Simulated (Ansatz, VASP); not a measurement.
# Two plane-wave programs on BaTiO3

The input INCAR:

```
ALGO     = Normal         # electronic algorithm
EDIFF    = 1E-6           # SCF threshold, eV
ENCUT    = 520            # plane-wave cutoff, eV
GGA      = PE             # functional
ISIF     = 2              # what is computed and relaxed
ISMEAR   = 0              # smearing method
LASPH    = True           # aspherical terms in the spheres
LCHARG   = False          # write CHGCAR
LREAL    = False          # projectors in reciprocal space
LWAVE    = False          # write WAVECAR
NBANDS   = 28             # bands
NELM     = 80             # most SCF steps
PREC     = Accurate       # precision mode
SIGMA    = 0.01           # smearing width, eV
```

KPOINTS

```
k-points
0
Gamma
  6 6 6
```

POSCAR

```
BaTiO3
1.0
    4.0642918429      0.0000000000      0.0000000000
    0.0000000000      4.0642918429      0.0000000000
    0.0000000000      0.0000000000      4.2803709990
Ba Ti O
1 1 3
Direct
    0.0000000000      0.0000000000     -0.0104426122
    0.5000000000      0.5000000000      0.4722700988
    0.5000000000      0.5000000000      0.0405145067
    0.5000000000      0.0000000000      0.5203290034
    0.0000000000      0.5000000000      0.5203290034
```

Input for Ansatz:

```yaml
crystal:
  lattice:
    - [4.0642918429, 0.0, 0.0]
    - [0.0, 4.0642918429, 0.0]
    - [0.0, 0.0, 4.280370999]
  atoms:
    - { symbol: Ba, position: [0.0, 0.0, -0.0104426122] }
    - { symbol: Ti, position: [0.5, 0.5, 0.4722700988] }
    - { symbol: O, position: [0.5, 0.5, 0.0405145067] }
    - { symbol: O, position: [0.5, 0.0, 0.5203290034] }
    - { symbol: O, position: [0.0, 0.5, 0.5203290034] }
kpoints:
  mp_grid: { grid: [6, 6, 6] }
hamiltonian:
  xc: pbe
scf:
  occupations: { method: fixed }
  n_extra_bands: 5
output:
  forces: true
  stress: true
  eigenvalues: true
```

Alike in both runs: task single point; functional PBE; k mesh 6 × 6 × 6; no spin polarisation.

```csv
,VASP,Ansatz
version,VASP 6.6.1,Ansatz 0.2.0
potentials or method,"VASP PAW PBE potentials, release 64 (Ba_sv, Ti_sv, O)","plane waves, PAW"
plane-wave cutoff (eV),520,420
occupations,"gaussian, width 0.01 eV",fixed
valence electrons in the cell,40,40
```

Ansatz gave:

| Item | Value |
| --- | --- |
| gap on the k mesh at the Fermi level (eV) | 1.71 |
| pressure (GPa) | -7.9 |
| traceless stress, the component that is largest in VASP (GPa) | 0.18 |
| rms of the force components (eV/Å) | 0.233 |

Task: What did VASP give for the same quantities?

Result: gap on the k mesh at the Fermi level (eV): 1.66; pressure (GPa): -6.7; traceless stress, the component that is largest in VASP (GPa): 0.21; rms of the force components (eV/Å): 0.206.

Atom by atom the forces differ by 0.031 eV/Å (rms over components).

Spin-orbit coupling is off throughout.
